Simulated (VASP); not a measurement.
Runs of VASP 6.6.1 on KMgF3. The structure is that of space group Pm-3m (No. 221), or close to it. The cells are those of the table. 

```csv
level,cell,gap on the mesh (eV),pressure (GPa)
r2SCAN,"a = 3.980 Å, 5 atoms",8.28,-0.6
PBE,"a = 3.971 Å, 5 atoms",7.39,(a)
r2SCAN,"a = 4.058 Å, 5 atoms",7.83,(b)
PBE,"a = 4.134 Å, 5 atoms",6.53,-3.8
```

Alike in all rows: task single point; potentials or basis VASP PAW PBE potentials, release 64 (K_sv, Mg, F); no spin polarisation; k mesh 6 × 6 × 6; cutoff (eV) 520; smearing gaussian 0.01 eV.

**Question.** Fill in the values left out.

**Answer.** (a) 4.3; (b) -4.6.

Caveats: the PAW data sets were made with another functional, which shifts forces and pressure a little (some runs).

A k mesh can miss the band edges.
